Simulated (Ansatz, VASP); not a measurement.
**One calculation of Mn, two programs**

```
Mn
1.0
     2.48365    0.00000    0.00000
    -1.24182    2.15090    0.00000
     0.00000    0.00000    4.02620
Mn
2
Direct
  0.66667 0.33333 0.75000
  0.33333 0.66667 0.25000
```

Alike in both runs: task single point; functional PBE; k mesh 15 × 15 × 8; occupations gaussian, width 0.05 eV; no spin polarisation.

|  | VASP | Ansatz |
| --- | --- | --- |
| version | VASP 6.6.1 | Ansatz 0.2.0 |
| potentials or method | VASP PAW PBE potentials, release 64 (Mn_pv), cutoff 520 eV | scalar-relativistic, plane waves, PAW |
| valence electrons in the cell | 26 | 30 |

Ansatz gave:

* gap on the k mesh at the Fermi level (eV): none
* pressure (GPa): -1.3
* traceless stress, the component that is largest in VASP (GPa): 0.29

Q: Estimate VASP's values.

A: gap on the k mesh at the Fermi level (eV): none; pressure (GPa): -1.4; traceless stress, the component that is largest in VASP (GPa): 0.21.

A gap of «none» marks a metal or a gap that the smearing closes. With one functional, cell and mesh, what is left measures potentials, basis and numerics. VASP's potentials hold 26 valence electrons a cell and Ansatz's 30, so a difference there can come from the potentials and not from the codes.
